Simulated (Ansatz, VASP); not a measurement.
MnO2 in VASP and in Ansatz

```xyz
12
Lattice="0.0000 4.0200 4.0200 4.0200 0.0000 4.0200 4.0200 4.0200 0.0000" Properties=species:S:1:pos:R:3 pbc="T T T"
Mn    1.0050    1.0050    1.0050
Mn    3.0150    3.0150    1.0050
Mn    1.0050    3.0150    3.0150
Mn    3.0150    1.0050    3.0150
O     2.9021    2.9021    2.9021
O     5.1379    5.1379    2.9021
O     2.9021    5.1379    5.1379
O     5.1379    2.9021    5.1379
O     4.9121    4.9121    7.1479
O     7.1479    7.1479    7.1479
O     4.9121    7.1479    4.9121
O     7.1479    4.9121    4.9121
```

Alike in both runs: task single point; functional PBEsol; k mesh 5 × 5 × 5; occupations fermi-dirac, width 0.05 eV; collinear spin; fixed moment 8 μB.

```csv
,VASP,Ansatz
version,VASP 6.6.1,Ansatz 0.2.0
potentials or method,"VASP PAW PBE potentials, release 64 (Mn_pv, O)",Ansatz PAW
plane-wave cutoff (eV),520,420
valence electrons in the cell,100,108
```

|  | VASP | Ansatz | Ansatz less VASP |
| --- | --- | --- | --- |
| pressure (GPa) | -7.2 | -8.1 | -0.93 |
| rms of the force components (eV/Å) | 0.142 | 0.178 | +0.0361 |
| net moment per atom (μB) | 0.67 | 0.67 | 0.000 |
| size of the moment on the site where the two differ most (μB) | 1.98 | 1.75 | -0.235 |

VASP's potentials were made for PBE, not for PBEsol. Site moments also hang on the region over which each program counts them. Atom by atom the forces differ by 0.036 eV/Å (rms over components). VASP's potentials hold 100 valence electrons a cell and Ansatz's 108, so a difference there can come from the potentials and not from the codes.
